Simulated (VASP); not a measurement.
In3Se: single point with PBEsol

The system is In3Se.

```xyz
4
Lattice="4.7057 0.0000 0.0000 0.0000 4.7057 0.0000 0.0000 0.0000 4.7057" Properties=species:S:1:pos:R:3 pbc="T T T"
In    2.3528    2.3528    0.0000
In    2.3528    0.0000    2.3528
In    0.0000    2.3528    2.3528
Se    0.0000    0.0000    0.0000
```

```yaml
Program: VASP 6.6.1
Task: single point
Functional: PBEsol
Potentials_or_basis: VASP PAW PBE potentials, release 64 (In_d, Se)
Cutoff: 520 eV
k_mesh: 6 × 6 × 6
Occupations: fermi-dirac, width 0.05 eV
Spin: no spin polarisation
Dipole_correction: no
Further_INCAR_settings: ALGO = Normal; EDIFF = 1e-06; NBANDS = 30
```

The pressure is -0.9 GPa.

Levels at points of the mesh, in eV from the Fermi level:
| k point | band 20 | band 21 | band 22 | band 23 | band 24 | band 25 | band 26 | band 27 |
| --- | --- | --- | --- | --- | --- | --- | --- | --- |
| (0.00, 0.00, 0.00) | -3.57 | -2.19 | -2.19 | 1.12 | 1.12 | 1.12 | 4.26 | 4.26 |
| (0.50, 0.00, 0.00) | -2.67 | -1.54 | -1.13 | -0.25 | -0.25 | 1.23 | 3.88 | 3.88 |
| (0.50, 0.50, 0.00) | -2.13 | -1.02 | -0.67 | -0.67 | 1.47 | 1.69 | 1.69 | 1.88 |
| (0.50, 0.50, 0.50) | -4.45 | -4.45 | -4.45 | -3.49 | 3.15 | 3.15 | 3.15 | 8.23 |

It took 29 s on 1 thread of AMD EPYC 9R45 96-Core Processor (Zen 5), with other jobs on the host, peak memory 0.19 GiB.

Caveat: the PAW data sets were made with another functional, which shifts forces and pressure a little; spin-orbit coupling is left out, which moves the levels of the heavy elements.
